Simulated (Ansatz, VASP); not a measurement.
**Two plane-wave programs on SiC**

POSCAR

```
SiC
1.0
    0.0000000000      2.0393487338      2.0393487338
    2.0393487338      0.0000000000      2.0393487338
    2.0393487338      2.0393487338      0.0000000000
C Si
1 1
Direct
    0.0000000000      0.0000000000      0.0000000000
    0.5000000000      0.5000000000      0.5000000000
```

Contents of INCAR.step1:

```
ALGO = Normal
EDIFF = 1E-4
ENCUT = 520
GGA = PE
ISMEAR = 0
LASPH = True
LCHARG = False
LREAL = False
LWAVE = True
NBANDS = 11
NELM = 60
PREC = Accurate
SIGMA = 0.05
```

File INCAR.step2:

```
ALGO = Normal
EDIFF = 1E-6
ENCUT = 520
ISIF = 2
ISMEAR = 0
ISTART = 1
LASPH = True
LCHARG = False
LMIXTAU = True
LREAL = False
LWAVE = False
METAGGA = R2SCAN
NBANDS = 11
NELM = 60
PREC = Accurate
SIGMA = 0.05
```

KPOINTS

```
k-points
0
Gamma
  18 18 18
```

Input for Ansatz:

```yaml
crystal:
  lattice:
    - [0.0, 2.0393487338, 2.0393487338]
    - [2.0393487338, 0.0, 2.0393487338]
    - [2.0393487338, 2.0393487338, 0.0]
  atoms:
    - { symbol: C, position: [0.0, 0.0, 0.0] }
    - { symbol: Si, position: [0.5, 0.5, 0.5] }
basis:
  ecutwfc: 500
  ecutrho_ratio: 4
kpoints:
  mp_grid: { grid: [18, 18, 18] }
hamiltonian:
  xc: r2scan
scf:
  occupations: { method: gaussian, width: 0.05 }
output:
  forces: true
  stress: true
  eigenvalues: true
```

Alike in both runs: task single point; functional r2SCAN; k mesh 18 × 18 × 18; occupations gaussian, width 0.05 eV; no spin polarisation.

|  | VASP | Ansatz |
| --- | --- | --- |
| version | VASP 6.6.1 | Ansatz 0.2.0 |
| potentials or method | VASP PAW PBE potentials, release 64 (C, Si), cutoff 520 eV | scalar-relativistic, plane waves, PAW |
| valence electrons in the cell | 8 | 8 |

|  | VASP | Ansatz | Ansatz less VASP |
| --- | --- | --- | --- |
| gap on the k mesh at the Fermi level (eV) | none | none | - |
| pressure (GPa) | -8.9 | -9.2 | -0.29 |

VASP's potentials were made for PBE, not for r2SCAN. A gap of «none» marks a metal or a gap that the smearing closes.
